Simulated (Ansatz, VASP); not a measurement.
This is a calculation of TiTe2 for Ansatz 0.2.0.

The input input.yaml:

```yaml
crystal:
  lattice:
    - [3.777, 0.0, 0.0]
    - [-1.8885, 3.2709779501, 0.0]
    - [0.0, 0.0, 6.498]
  atoms:
    - { symbol: Te, position: [0.3333333333, 0.6666666667, 0.7372] }
    - { symbol: Te, position: [0.6666666667, 0.3333333333, 0.2628] }
    - { symbol: Ti, position: [0.0, 0.0, 0.0] }
hamiltonian:
  xc: pbe
  pseudopotentials: { kind: paw }
kpoints:
  mp_grid: { grid: [8, 8, 4] }
scf:
  occupations: { method: gaussian, width: 0.023 }
output:
  forces: true
  stress: true
  eigenvalues: true
```

Potentials or basis: Ansatz PAW.

Command:

```bash
$ ansatz run input.yaml --threads 2 --pin off --max-ram 5632MiB --backend cpu --events-out ev --progress --plain --runs-dir out
```

Problem. Set up the same calculation for VASP 6.6.1. Potentials there: VASP PAW PBE potentials, release 64 (Te, Ti_sv).

Solution. As run (the cutoff follows the program's own potentials):

INCAR

```
PREC     = Accurate       # precision mode
ENCUT    = 520            # plane-wave cutoff, eV
EDIFF    = 1E-6           # SCF threshold, eV
ISMEAR   = 0              # smearing method
SIGMA    = 0.023          # smearing width, eV
LREAL    = F              # projectors in reciprocal space
LASPH    = T              # aspherical terms in the spheres
NELM     = 80             # most SCF steps
ALGO     = Normal         # electronic algorithm
ISIF     = 2              # what is computed and relaxed
LWAVE    = F              # write WAVECAR
LCHARG   = T              # write CHGCAR
GGA      = PE             # functional
LELF     = T              # ELF
LVHAR    = T            
NBANDS   = 19             # bands
```

KPOINTS

```
Automatic mesh
0
Gamma
  8 8 4
```

The input POSCAR:

```
TiTe2
1.0
    3.7770000000      0.0000000000      0.0000000000
   -1.8885000000      3.2709779501      0.0000000000
    0.0000000000      0.0000000000      6.4980000000
Te Ti
2 1
Direct
    0.3333333333      0.6666666667      0.7372000000
    0.6666666667      0.3333333333      0.2628000000
    0.0000000000      0.0000000000      0.0000000000
```

Potentials or basis: VASP PAW PBE potentials, release 64 (Te, Ti_sv).

Command:

```sh
$ cat potpaw_PBE.64/Te/POTCAR potpaw_PBE.64/Ti_sv/POTCAR > POTCAR
$ mpirun -np 1 vasp_std > vasp.out
```

Both were run:

|  | VASP | Ansatz | Ansatz less VASP |
| --- | --- | --- | --- |
| gap on the k mesh at the Fermi level (eV) | none | none | - |
| pressure (GPa) | 0.9 | 0.9 | +0.02 |
| traceless stress, the component that is largest in VASP (GPa) | 0.36 | 0.36 | -0.002 |
| rms of the force components (eV/Å) | 0.009 | 0.004 | -0.0043 |

Atom by atom the forces differ by 0.004 eV/Å (rms over components). A gap of «none» marks a metal or a gap that the smearing closes. VASP's potentials hold 24 valence electrons a cell and Ansatz's 44, so a difference there can come from the potentials and not from the codes.

Spin-orbit coupling is off throughout.
